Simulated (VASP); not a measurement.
Crystal: AlN.

```
Al N
1.0
     3.15040    0.00000    0.00000
    -1.57520    2.72833    0.00000
     0.00000    0.00000    5.33910
Al N
2 2
Cartesian
  0.0000 1.8189 0.0081
  1.5752 0.9094 2.6777
  0.0000 1.8189 2.0474
  1.5752 0.9094 4.7170
```

* Program: VASP 6.6.1
* Task: relaxation of the atoms
* Functional: LDA
* Potentials or basis: VASP PAW LDA potentials, release 64 (Al, N)
* Cutoff: 520 eV
* k mesh: 9 × 9 × 6
* Occupations: gaussian, width 0.05 eV
* Spin: no spin polarisation

At the start: pressure -18.2 GPa; volume 11.47 Å³/atom.

Question: How do energy, volume and symmetry change on relaxing?

Answer: Over 3 steps the energy falls by 2.2 meV/atom; space group P6_3mc (No. 186, to 0.1 Å) before and after.

The path:
```tsv
step	energy change (eV)	largest force (eV/Å)	pressure (GPa)
1	0.0000	0.2595	-18.23
2	-0.0084	0.0688	-18.58
3	-0.0090	0.0041	-18.67
```

Final structure:
```xyz
4
Lattice="3.1504 0.0000 0.0000 -1.5752 2.7283 0.0000 0.0000 0.0000 5.3391" Properties=species:S:1:pos:R:3 pbc="T T T"
Al    0.0000    1.8189    0.0247
Al    1.5752    0.9094    2.6942
N     0.0000    1.8189    2.0309
N     1.5752    0.9094    4.7004
```
